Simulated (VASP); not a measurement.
AgI: single point with PBEsol

Crystal: AgI.

```
CELL_PARAMETERS angstrom
4.55909 0.00000 0.00000
-2.27955 3.94829 0.00000
0.00000 0.00000 7.45395
ATOMIC_POSITIONS crystal
Ag 0.66667 0.33333 0.62755
Ag 0.33333 0.66667 0.12755
I 0.66667 0.33333 0.00245
I 0.33333 0.66667 0.50245
```

```yaml
Program: VASP 6.6.1
Task: single point
Functional: PBEsol
Potentials_or_basis: VASP PAW PBE potentials, release 64 (Ag, I)
Cutoff: 500 eV
k_mesh: 8 × 8 × 4
Occupations: fermi-dirac, width 0.1 eV
Spin: no spin polarisation
```

- Pressure: 0.0 GPa
- Band gap on the k mesh: 1.23 eV

Levels at points of the mesh, in eV from the valence-band top:
| k point | band 14 | band 15 | band 16 | band 17 | band 18 | band 19 | band 20 | band 21 | band 22 | band 23 |
| --- | --- | --- | --- | --- | --- | --- | --- | --- | --- | --- |
| (0.00, 0.00, 0.00) | -0.75 | -0.75 | -0.07 | 0.00 | 0.00 | 1.23 | 2.51 | 5.63 | 5.63 | 5.78 |
| (0.50, 0.00, 0.00) | -2.73 | -2.31 | -1.88 | -1.10 | -0.76 | 3.25 | 3.46 | 4.67 | 5.83 | 6.13 |
| (0.00, 0.00, 0.50) | -1.77 | -0.39 | -0.39 | -0.39 | -0.39 | 2.56 | 2.56 | 5.52 | 5.52 | 5.94 |
| (0.50, 0.00, 0.50) | -2.92 | -1.31 | -1.31 | -1.30 | -1.30 | 3.13 | 3.13 | 4.74 | 4.74 | 7.26 |

Run time: 120 s on 1 thread of AMD EPYC 9755 128-Core Processor (shared host), peak memory 0.26 GiB.

Caveat: the PAW data sets were made with another functional, which shifts forces and pressure a little; spin-orbit coupling is left out, which moves the levels of the heavy elements.
